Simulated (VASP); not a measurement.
# Ir (R-3m) in VASP: notebook

Ir is run at these levels: PBE; tasks: single point.

Program: VASP 6.6.1. These are calculated values, not measurements. Logs are shortened: lines on timing, memory, paths and dates and some standing lists are left out, and cuts for length are marked.

### 1 The cell of the first run

It takes space group R-3m (No. 166, trigonal). The conventional cell has a = 2.735 Å, b = 2.735 Å, c = 27.583 Å, α = 90.00°, β = 90.00°, γ = 120.00°. Ir (site symmetry 3m) has 10 Ir at 2.54 to 2.73 Å within 3.3 Å. Ir (site symmetry 3m) has 12 Ir at 2.71 to 2.75 Å within 3.6 Å.

### 2 Single point, PBE

INCAR reads:

```
SYSTEM = Ir
PREC = Accurate
ENCUT = 520
EDIFF = 1E-7
ISMEAR = 0
SIGMA = 0.1
LREAL = .FALSE.
LASPH = .TRUE.
NELM = 100
ALGO = Normal
ISIF = 2
LWAVE = .FALSE.
LCHARG = .FALSE.
GGA = PE
NBANDS = 26
```

KPOINTS reads:

```
regular mesh
0
G
  9 9 9
  0 0 0
```

POSCAR reads:

```
Ir
1.0
    1.3672853215      0.7894025484      9.1941675217
   -1.3672853215      0.7894025484      9.1941675217
    0.0000000000     -1.5788050969      9.1941675217
Ir
4
Direct
    0.0459932154      0.0459932154      0.0459932154
    0.9540067846      0.9540067846      0.9540067846
    0.2074296884      0.2074296884      0.2074296884
    0.7925703116      0.7925703116      0.7925703116
```

Potentials or basis: VASP PAW PBE potentials, release 64 (Ir).

Command:

```
> cat potpaw_PBE.64/Ir/POTCAR > POTCAR
> mpirun -np 1 vasp_std > vasp.out
```

OUTCAR:

```text
SYSTEM = Ir
   PREC = Accurate
   ENCUT = 520
   EDIFF = 1E-7
   ISMEAR = 0
   LREAL = .FALSE.
   LASPH = .TRUE.
   NELM = 100
   ISIF = 2
   GGA = PE

 ion  position               nearest neighbor table
   1  0.046  0.046  0.046-   2 2.54   4 2.71   4 2.71   4 2.71
   2  0.954  0.954  0.954-   1 2.54   3 2.71   3 2.71   3 2.71
   3  0.207  0.207  0.207-   2 2.71   2 2.71   2 2.71   4 2.75   4 2.75   4 2.75
   4  0.793  0.793  0.793-   1 2.71   1 2.71   1 2.71   3 2.75   3 2.75   3 2.75

  LATTYP: Found a trigonal (rhomboedric) cell.
 ALAT       =     9.3287374253
 COS(alpha) =     0.9570362125

  Lattice vectors:

 A1 = (   1.3672853215,   0.7894025484,   9.1941675217)
 A2 = (  -1.3672853215,   0.7894025484,   9.1941675217)
 A3 = (   0.0000000000,  -1.5788050969,   9.1941675217)

Analysis of symmetry for initial positions (statically):
=====================================================================
 Subroutine PRICEL returns:
 Original cell was already a primitive cell.

 Routine SETGRP: Setting up the symmetry group for a
 trigonal (rhombohedral) supercell.

 Subroutine GETGRP returns: Found 12 space group operations
 (whereof 12 operations were pure point group operations)
 out of a pool of 12 trial point group operations.

The static configuration has the point symmetry D_3d.

Analysis of symmetry for dynamics (positions and initial velocities):
=====================================================================
 Subroutine PRICEL returns:
 Original cell was already a primitive cell.

 Routine SETGRP: Setting up the symmetry group for a
 trigonal (rhombohedral) supercell.

 Subroutine GETGRP returns: Found 12 space group operations
 (whereof 12 operations were pure point group operations)
 out of a pool of 12 trial point group operations.

The dynamic configuration has the point symmetry D_3d.

 Subroutine INISYM returns: Found 12 space group operations
 (whereof 12 operations are pure point group operations),
 and found     1 'primitive' translations

----------------------------------------------------------------------------------------

                                     Primitive cell

  volume of cell :      59.5417

  direct lattice vectors                    reciprocal lattice vectors
     1.367285322  0.789402548  9.194167522     0.365688121  0.211130135  0.036254868
    -1.367285322  0.789402548  9.194167522    -0.365688121  0.211130135  0.036254868
     0.000000000 -1.578805097  9.194167522     0.000000000 -0.422260270  0.036254868

  length of vectors
     9.328737425  9.328737425  9.328737425     0.423813817  0.423813817  0.423813817

  position of ions in fractional coordinates (direct lattice)
     0.045993215  0.045993215  0.045993215
     0.954006785  0.954006785  0.954006785
     0.207429688  0.207429688  0.207429688
     0.792570312  0.792570312  0.792570312

  ion indices of the primitive-cell ions
   primitive index   ion index
                 1           1
                 2           2
                 3           3
                 4           4

----------------------------------------------------------------------------------------

 KPOINTS: regular mesh

Automatic generation of k-mesh.
 Grid dimensions read from file:
 generate k-points for:    9    9    9

 Generating k-lattice:

  Cartesian coordinates                     Fractional coordinates (reciprocal lattice)
     0.040632013  0.023458904  0.004028319     0.111111111 -0.000000000  0.000000000
    -0.040632013  0.023458904  0.004028319    -0.000000000  0.111111111  0.000000000
     0.000000000 -0.046917808  0.004028319    -0.000000000 -0.000000000  0.111111111

  Length of vectors
     0.047090424  0.047090424  0.047090424

  Shift w.r.t. Gamma in fractional coordinates (k-lattice)
     0.000000000  0.000000000  0.000000000

 Subroutine IBZKPT returns following result:
 ===========================================

 Found     85 irreducible k-points:

 Following reciprocal coordinates:
            Coordinates               Weight
  0.000000  0.000000  0.000000      1.000000
  0.111111  0.000000  0.000000      6.000000
  0.222222  0.000000  0.000000      6.000000
  0.333333  0.000000  0.000000      6.000000
  0.444444  0.000000  0.000000      6.000000
  0.111111  0.111111  0.000000      6.000000
[... 16 lines left out ...]
 -0.333333  0.333333  0.000000      6.000000
  0.444444  0.444444  0.000000      6.000000
 [... further k-points ...]
   k-points           NKPTS =     85   k-points in BZ     NKDIM =     85   number of bands    NBANDS=     26
   number of dos      NEDOS =    301   number of ions     NIONS =      4
   total plane-waves  NPLWV = 343000
   dimension x,y,z NGX =    70 NGY =   70 NGZ =   70
   dimension x,y,z NGXF=   140 NGYF=  140 NGZF=  140
   ions per type =               4
   NGX,Y,Z   is equivalent  to a cutoff of  12.47, 12.47, 12.47 a.u.
   NGXF,Y,Z  is equivalent  to a cutoff of  24.95, 24.95, 24.95 a.u.
 SYSTEM =  Ir
   PREC   = accura    normal or accurate (medium, high low for compatibility)
   ISTART =      0    job   : 0-new  1-cont  2-samecut
   ICHARG =      2    charge: 1-file 2-atom 10-const
   ISPIN  =      1    spin polarized calculation?
   LNONCOLLINEAR =      F non collinear calculations
   LSORBIT =      F    spin-orbit coupling
   LASPH  =      T    aspherical Exc in radial PAW
   ENCUT  =  520.0 eV  38.22 Ry    6.18 a.u.  17.35 17.35 17.35*2*pi/ulx,y,z
   NELM   =    100;   NELMIN=  2; NELMDL= -5     # of ELM steps
   EDIFF  = 0.1E-06   stopping-criterion for ELM
   LREAL  =      F    real-space projection
   EDIFFG = 0.1E-05   stopping-criterion for IOM
   NSW    =      0    number of steps for IOM
   IBRION =     -1    ionic relax: 0-MD 1-quasi-New 2-CG
   NFREE  =      0    steps in history (QN), initial steepest desc. (CG)
   ISIF   =      2    stress and relaxation
   ISYM   =      2    0-nonsym 1-usesym 2-fastsym
   POTIM  = 0.5000    time-step for ionic-motion
   TEBEG  =    0.0;   TEEND  =   0.0 temperature during run
   PSTRESS=    0.0 pullay stress
   NELECT =      36.0000    total number of electrons
   NUPDOWN=      -1.0000    fix difference up-down
   EMIN   =  10.00;   EMAX   =-10.00  energy-range for DOS
   EFERMI =   0.00;   METHOD = LEGACY
   ISMEAR =     0;   SIGMA  =   0.10  broadening in eV -4-tet -1-fermi 0-gaus
   EFERMI_NEDOS =   21; number of points for ismear=-14 and -15
   IALGO  =     38    algorithm
   IMIX   =      4    mixing-type and parameters
     AMIX     =   0.40;   BMIX     =  1.00
     AMIX_MAG =   1.60;   BMIX_MAG =  1.00
  volume/ion in A,a.u.               =      14.89       100.45
  Fermi-wavevector in a.u.,A,eV,Ry     =   1.384316  2.615978 26.073261  1.916331
  Thomas-Fermi vector in A             =   2.508832
   LORBIT       =      0    0 simple, 1 ext, 2 COOP (PROOUT), +10 PAW based schemes
   GGA     = PE    functional components
   LHFCALC =     F    Hartree Fock is set to
   AEXX    =    0.0000 exact exchange contribution
   IVDW    =     0    specifies the selected vdW correction
   LEPSILON=     F    determine dielectric tensor
   LRPA    =     F    only Hartree local field effects (RPA)
 non-spin polarized calculation
 Gauss-broadening in eV      SIGMA  =   0.10
  energy-cutoff  :      520.00
  volume of cell :       59.54
 maximum number of plane-waves:      1616
 NGX is ok and might be reduce to    70
   NGX = 35   NGY = 35   NGZ = 35

 number of electron      36.0000001 magnetization

 Free energy of the ion-electron system (eV)
  ---------------------------------------------------
  ext. energy  EPLUGINS =         0.00000000
  ---------------------------------------------------
  free energy    TOTEN  =       -34.77457699 eV

  energy without entropy =      -34.73862467  energy(sigma->0) =      -34.75660083

 E-fermi :   9.5048     XC(G=0): -13.6559

 val. band max:        9.5043691184   @ k =   0.4444   0.3333   0.1111
 cond. band min:       9.5050455609   @ k =  -0.2222  -0.2222   0.1111
 fundamental gap:      0.0006764425
 Fermi energy:         9.5047758514

 k-point     1 :       0.0000    0.0000    0.0000
  band No.  band energies     occupation
      1      -1.1178      2.00000
      2       0.7712      2.00000
      3       1.1855      2.00000
      4       1.9726      2.00000
      5       4.4371      2.00000
      6       5.4959      2.00000
[... 18 lines left out ...]
     25      15.9289      0.00000
     26      21.9974      0.00000

 k-point     2 :       0.1111    0.0000    0.0000
  band No.  band energies     occupation
      1      -0.6543      2.00000
      2       1.1858      2.00000
      3       1.6561      2.00000
      4       2.3857      2.00000
      5       4.2921      2.00000
      6       5.3068      2.00000
[... 18 lines left out ...]
     25      16.0297      0.00000
     26      22.3097      0.00000

 k-point     3 :       0.2222    0.0000    0.0000
  band No.  band energies     occupation
      1       0.5469      2.00000
      2       2.0809      2.00000
      3       2.6391      2.00000
      4       3.1496      2.00000
      5       3.9367      2.00000
      6       4.7981      2.00000
[... 18 lines left out ...]
     25      16.2231      0.00000
     26      22.2728      0.00000

 k-point     4 :       0.3333    0.0000    0.0000
  band No.  band energies     occupation
      1       1.7383      2.00000
      2       2.4514      2.00000
      3       2.7621      2.00000
      4       3.0510      2.00000
      5       3.6693      2.00000
      6       3.7114      2.00000
[... 18 lines left out ...]
     25      17.0755      0.00000
     26      19.1788      0.00000
[... 496 lines left out ...]
      1       2.8697      2.00000
      2       2.9319      2.00000
      3       3.6142      2.00000
      4       3.8366      2.00000
      5       4.1877      2.00000
      6       4.4847      2.00000
[... 18 lines left out ...]
     25      16.0711      0.00000
     26      17.4826      0.00000

 k-point    23 :      -0.3333    0.3333    0.0000
  band No.  band energies     occupation
      1       3.2858      2.00000
      2       3.6058      2.00000
      3       3.6666      2.00000
      4       3.8696      2.00000
      5       4.0820      2.00000
      6       4.6112      2.00000
[... 18 lines left out ...]
     25      16.2604      0.00000
     26      17.4336      0.00000

 k-point    24 :       0.4444    0.4444    0.0000
  band No.  band energies     occupation
      1       1.9528      2.00000
      2       1.9956      2.00000
      3       2.4542      2.00000
      4       3.2226      2.00000
      5       3.6126      2.00000
      6       3.6653      2.00000
[... 18 lines left out ...]
     25      15.8703      0.00000
     26      17.3545      0.00000

 [... further k-points ...]
[... 5 lines left out ...]
  --------------------------------------------------------------------------------------
  -------------------------------------------------------------------------------------
  Total        0.1661907      0.1661907      0.1765162      0.0000000     -0.0000000      0.0000000
  in kB        4.4719397      4.4719397      4.7497835      0.0000000     -0.0000000      0.0000000
  external PRESSURE =       4.5645543 kB  Pullay stress =       0.0000000 kB

 VOLUME and BASIS-vectors are now :
 -----------------------------------------------------------------------------
  energy-cutoff  :      520.00
  volume of cell :       59.54
      direct lattice vectors                 reciprocal lattice vectors
     1.367285322  0.789402548  9.194167522     0.365688121  0.211130135  0.036254868
    -1.367285322  0.789402548  9.194167522    -0.365688121  0.211130135  0.036254868
     0.000000000 -1.578805097  9.194167522     0.000000000 -0.422260270  0.036254868

 POSITION                                       TOTAL-FORCE (eV/Angst)
 -----------------------------------------------------------------------------------
      0.00000     -0.00000      1.26861         0.000000      0.000000     -0.026668
      0.00000     -0.00000     26.31389         0.000000     -0.000000      0.026668
      0.00000     -0.00000      5.72143         0.000000      0.000000     -0.005933
      0.00000     -0.00000     21.86107         0.000000     -0.000000      0.005933
 -----------------------------------------------------------------------------------
    total drift:                                0.000000      0.000000     -0.000000

  FREE ENERGIE OF THE ION-ELECTRON SYSTEM (eV)
  ---------------------------------------------------
  free  energy   TOTEN  =       -34.7745769934 eV

  energy  without entropy=      -34.7386246677  energy(sigma->0) =      -34.75660083
```

It took 17 min on 1 thread of Intel Xeon 6975P-C (Granite Rapids), shared host; peak memory 0.66 GiB.

What came out:

* Free energy: -34.7746 eV
* Pressure: 0.5 GPa
* Largest force: 0.027 eV/Å
* Band gap on the k mesh: zero (bands 18 and 19 overlap by 2.29 eV)

Forces on the atoms (eV/Å):
```
Ir   0.000  0.000 -0.027
Ir   0.000  0.000  0.027
Ir   0.000  0.000 -0.006
Ir   0.000  0.000  0.006
```

Levels at points of the mesh, in eV from the Fermi level:
```
           k point  band 15  band 16  band 17  band 18  band 19  band 20  band 21  band 22  band 23  band 24
(0.00, 0.00, 0.00)    -3.00    -1.56    -1.56    -1.22    -1.22    -0.75     0.19     0.19     0.62     0.62
```

Caveat: spin-orbit coupling is left out, which moves the levels of the heavy elements.

(Part 1 of 2 ends here.)
